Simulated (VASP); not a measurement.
Wanted: the native input for a VASP 6.6.1 run.

```yaml
Task: single point
Functional: PBE
Potentials_or_basis: VASP PAW PBE potentials, release 64 (Be, Te)
Cutoff: 520 eV
k_mesh: 4 × 4 × 4
Occupations: gaussian, width 0.01 eV
Spin: no spin polarisation
Dipole_correction: no
Further_INCAR_settings: ALGO = Normal; EDIFF = 1e-06; NBANDS = 11
```

The structure of BeTe lies in POSCAR:

```
BeTe
1.0
    0.0000000000      2.8569098617      2.8569098617
    2.8569098617      0.0000000000      2.8569098617
    2.8569098617      2.8569098617      0.0000000000
Be Te
1 1
Direct
    0.0000000000      0.0000000000      0.0000000000
    0.2500000000      0.2500000000      0.2500000000
```

This cell differs from its parent crystal: strain +1.0%.

The input as run:

INCAR

```
SYSTEM = BeTe
PREC = Accurate
ENCUT = 520
EDIFF = 1E-6
ISMEAR = 0
SIGMA = 0.01
LREAL = .FALSE.
LASPH = .TRUE.
NELM = 80
ALGO = Normal
ISIF = 2
LWAVE = .FALSE.
LCHARG = .FALSE.
GGA = PE
NBANDS = 11
```

KPOINTS

```
Automatic mesh
0
G
  4 4 4
  0 0 0
```

Potentials or basis: VASP PAW PBE potentials, release 64 (Be, Te).

The run is started by

```sh
$ cat potpaw_PBE.64/Be/POTCAR potpaw_PBE.64/Te/POTCAR > POTCAR
$ mpirun -np 1 vasp_std > vasp.out
```

Results of the run:

| Quantity | Value |
| --- | --- |
| Pressure | -0.9 GPa |
| Band gap on the k mesh | 2.07 eV (least direct gap 3.51 eV) |

Caveat: the k points lie up to 0.48 Å⁻¹ apart; the cell differs from its parent crystal (strain +1.0%); spin-orbit coupling is left out, which moves the levels of the heavy elements.

Wall time 3.3 s on 1 thread of Intel(R) Xeon(R) 6975P-C (Granite Rapids), with other jobs on the host, peak memory 0.16 GiB.
